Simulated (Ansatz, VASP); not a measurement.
# Two plane-wave programs on Ta

```
CELL_PARAMETERS angstrom
0.00000 3.08035 3.08035
3.08035 0.00000 3.08035
3.08035 3.08035 0.00000
ATOMIC_POSITIONS crystal
Ta 0.12500 0.12500 0.12500
Ta 0.87500 0.87500 0.87500
```

Alike in both runs: task single point; functional PBEsol; k mesh 10 × 10 × 10; occupations fermi-dirac, width 0.1 eV; no spin polarisation.

|  | VASP | Ansatz |
| --- | --- | --- |
| version | VASP 6.6.1 | Ansatz 0.2.0 |
| potentials or method | VASP PAW PBE potentials, release 64 (Ta_pv), cutoff 520 eV | plane waves (420 eV) with PAW, scalar-relativistic |
| valence electrons in the cell | 22 | 26 |

```csv
,VASP,Ansatz,Ansatz less VASP
pressure (GPa),-5.0,-5.1,-0.04
```

VASP's potentials were made for PBE, not for PBEsol, and Ansatz warns of the same on its side. The functional is the same, so the differences come from potentials, cutoffs and numerics. VASP's potentials hold 22 valence electrons a cell and Ansatz's 26, so a difference there can come from the potentials and not from the codes.

Neither program's run includes spin-orbit coupling.
